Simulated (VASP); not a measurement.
## Al3C4: relaxation of cell and atoms with PBE

Al3C4:

```xyz
7
Lattice="4.1396 0.0000 0.0000 0.0000 4.1396 0.0000 0.0000 0.0000 4.7833" Properties=species:S:1:pos:R:3 pbc="T T T"
Al    0.0000    0.0000    1.2434
Al    0.0000    0.0000    3.5399
Al    2.0698    2.0698    0.0000
C     1.3262    1.3262    2.3917
C     2.8134    2.8134    2.3917
C     2.8134    1.3262    2.3917
C     1.3262    2.8134    2.3917
```

The cell was built from a structure type or drawn by symmetry, and may not be a known phase.

- Program: VASP 6.6.1
- Task: relaxation of cell and atoms
- Functional: PBE
- Potentials or basis: VASP PAW PBE potentials, release 64 (Al, C)
- Cutoff: 600 eV
- k mesh: 10 × 10 × 8
- Occupations: gaussian, width 0.1 eV
- Spin: no spin polarisation
- Dipole correction: no
- Further INCAR settings: ALGO = Normal; EDIFF = 1e-06; IBRION = 2; EDIFFG = -0.01; NSW = 100; ISIF = 3

```json
{
  "Relaxed volume": "11.70 Å³/atom",
  "Relaxed cell": "a = 4.088 Å, b = 4.088 Å, c = 4.900 Å, α = 90.00°, β = 90.00°, γ = 90.00°",
  "Space group after relaxing (to 0.1 Å)": "P4/mmm (No. 123)",
  "Energy gained by relaxing": "4.8 meV/atom",
  "Ionic steps": "11",
  "Pressure after relaxing": "0.0 GPa"
}
```

Step by step:
| step | energy change (eV) | largest force (eV/Å) | pressure (GPa) | volume (Å³) |
| --- | --- | --- | --- | --- |
| 1 | 0.0000 | 0.1232 | -0.38 | 81.97 |
| 2 | -0.0230 | 0.2316 | 0.47 | 81.63 |
| 3 | -0.0259 | 0.3522 | 0.98 | 81.43 |
| 4 | -0.0294 | 0.2775 | -0.37 | 81.73 |
| 5 | -0.0318 | 0.1805 | 0.13 | 81.61 |
| 6 | -0.0330 | 0.0419 | 0.21 | 81.68 |
| 7 | -0.0331 | 0.0095 | 0.24 | 81.71 |
| 8 | -0.0332 | 0.0152 | 0.04 | 81.84 |
| 9 | -0.0332 | 0.0184 | -0.01 | 81.87 |
| 10 | -0.0332 | 0.0176 | 0.02 | 81.90 |
| 11 | -0.0333 | 0.0010 | 0.00 | 81.89 |

Final structure:
```
Al C
1.0
     4.08813    0.00000    0.00000
     0.00000    4.08813    0.00000
     0.00000    0.00000    4.89960
Al C
3 4
Direct
  0.00000 0.00000 0.25980
  0.00000 0.00000 0.74020
  0.50000 0.50000 0.00000
  0.31876 0.31876 0.50000
  0.68124 0.68124 0.50000
  0.68124 0.31876 0.50000
  0.31876 0.68124 0.50000
```

Levels at points of the mesh, in eV from the Fermi level:
| k point | band 9 | band 10 | band 11 | band 12 | band 13 | band 14 | band 15 | band 16 |
| --- | --- | --- | --- | --- | --- | --- | --- | --- |
| (0.00, 0.00, 0.00) | -3.07 | -2.43 | -1.15 | -1.15 | 0.49 | 1.80 | 1.80 | 2.59 |
| (0.50, 0.00, 0.00) | -3.85 | -3.82 | -3.16 | -0.35 | 0.85 | 2.28 | 3.74 | 3.80 |
| (0.50, 0.50, 0.00) | -2.47 | -2.47 | -1.97 | -1.97 | -1.51 | -1.04 | -0.28 | -0.28 |
| (0.00, 0.00, 0.50) | -2.96 | -2.37 | -2.22 | -2.22 | 0.82 | 1.55 | 3.18 | 4.01 |
| (0.50, 0.00, 0.50) | -3.84 | -1.10 | -0.90 | -0.09 | 0.71 | 1.03 | 3.08 | 3.69 |
| (0.50, 0.50, 0.50) | -3.90 | -2.74 | -1.20 | -1.20 | 0.54 | 2.45 | 2.45 | 2.88 |

Wall time 5.4 min on 1 thread of AMD EPYC 9R45 96-Core Processor (Zen 5), on a shared host, peak memory 0.28 GiB.

Caveat: the highest band is partly filled, so the run has too few bands.
